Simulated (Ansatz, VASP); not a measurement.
# C4N: VASP beside Ansatz

Contents of INCAR:

```
SYSTEM = C4N
  ALGO = Normal
  EDIFF = 1E-6
  ENCUT = 520
  GGA = PE
  ISIF = 2
  ISMEAR = 0
  LASPH = .TRUE.
  LCHARG = .FALSE.
  LREAL = .FALSE.
  LWAVE = .FALSE.
  NBANDS = 18
  NELM = 100
  PREC = Accurate
  SIGMA = 0.1
```

File KPOINTS:

```
k-points
0
G
  4 4 6
  0 0 0
```

POSCAR

```
C4N
1.0
    3.0913120600     -3.2460922200      0.0000000000
    3.0913120600      3.2460922200      0.0000000000
    0.0000000000      0.0000000000      2.7759038700
C N
4 1
Direct
    0.8105999900      0.1894000100      0.5000000000
    0.1894000100      0.8105999900      0.5000000000
    0.2852000000      0.2852000000      0.0000000000
    0.7148000000      0.7148000000      0.0000000000
    0.0000000000      0.0000000000      0.0000000000
```

Input for Ansatz:

```yaml
crystal:
  lattice:
    - [3.09131206, -3.24609222, 0.0]
    - [3.09131206, 3.24609222, 0.0]
    - [0.0, 0.0, 2.77590387]
  atoms:
    - { symbol: C, position: [0.81059999, 0.18940001, 0.5] }
    - { symbol: C, position: [0.18940001, 0.81059999, 0.5] }
    - { symbol: C, position: [0.2852, 0.2852, 0.0] }
    - { symbol: C, position: [0.7148, 0.7148, 0.0] }
    - { symbol: "N", position: [0.0, 0.0, 0.0] }
basis:
  ecutwfc: 420
kpoints:
  mp_grid: { grid: [4, 4, 6] }
hamiltonian:
  xc: pbe
scf:
  occupations: { method: gaussian, width: 0.1 }
  lower_state_search: "off"
output:
  forces: true
  stress: true
  eigenvalues: true
```

Change from the starting cell: species swapped into the OsCl4 type (Cmmm, No. 65).

Alike in both runs: task single point; functional PBE; k mesh 4 × 4 × 6; occupations gaussian, width 0.1 eV; no spin polarisation.

```csv
,VASP,Ansatz
version,VASP 6.6.1,Ansatz 0.2.0
potentials or method,"VASP PAW PBE potentials, release 64 (C, N), cutoff 520 eV","scalar-relativistic, plane waves, PAW"
valence electrons in the cell,21,21
```

Ansatz gave:

* gap on the k mesh at the Fermi level (eV): none
* pressure (GPa): -21.0
* traceless stress, the component that is largest in VASP (GPa): 8.53
* rms of the force components (eV/Å): 0.583

Task: What did VASP give for the same quantities?

Result: gap on the k mesh at the Fermi level (eV): none; pressure (GPa): -21.0; traceless stress, the component that is largest in VASP (GPa): 8.52; rms of the force components (eV/Å): 0.580.

Atom by atom the forces differ by 0.004 eV/Å (rms over components). A gap of «none» marks a metal or a gap that the smearing closes. The functional is the same, so the differences come from potentials, cutoffs and numerics.

The k mesh is coarse, so the values compare programs but aren't converged.
